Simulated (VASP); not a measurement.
The system is Pd.

```
Pd
1.0
    -1.60312    1.60312    1.60312
     1.60312   -1.60312    1.60312
     1.60312    1.60312   -1.60312
Pd
1
Direct
  0.00000 0.00000 0.00000
```

This cell differs from its parent crystal: volume scaled by 1.06.

Base run:

| Property | Result |
| --- | --- |
| Program | VASP 6.6.1 |
| Functional | PBEsol |
| Potentials or basis | VASP PAW PBE potentials, release 64 (Pd) |
| Cutoff | 520 eV |
| k mesh | 12 × 12 × 12 |
| Occupations | fermi-dirac, width 0.05 eV |
| Spin | no spin polarisation |

Its results: band gap on the k mesh zero (band 5 reaches 8.35 eV, above the bottom of band 6 at 6.97 eV); pressure -17.1 GPa.

**Question.** After a change of settings the same cell gave: band gap on the k mesh zero (band 5 reaches 8.52 eV, above the bottom of band 6 at 7.13 eV); pressure -9.1 GPa. Which change was it?
A. functional from PBEsol to r2SCAN; further incar settings from ALGO = Normal; EDIFF = 1e-07; NBANDS = 11 to ALGO = Normal; EDIFF = 1e-06; NBANDS = 11
B. functional from PBEsol to PBE
C. functional from PBEsol to LDA; potentials or basis from VASP PAW PBE potentials, release 64 (Pd) to VASP PAW LDA potentials, release 64 (Pd)

**Answer.** B.

PBE binds less tightly than PBEsol, so the same cell stands under more pressure.

Caveats: the PAW data sets were made with another functional, which shifts forces and pressure a little (some runs).
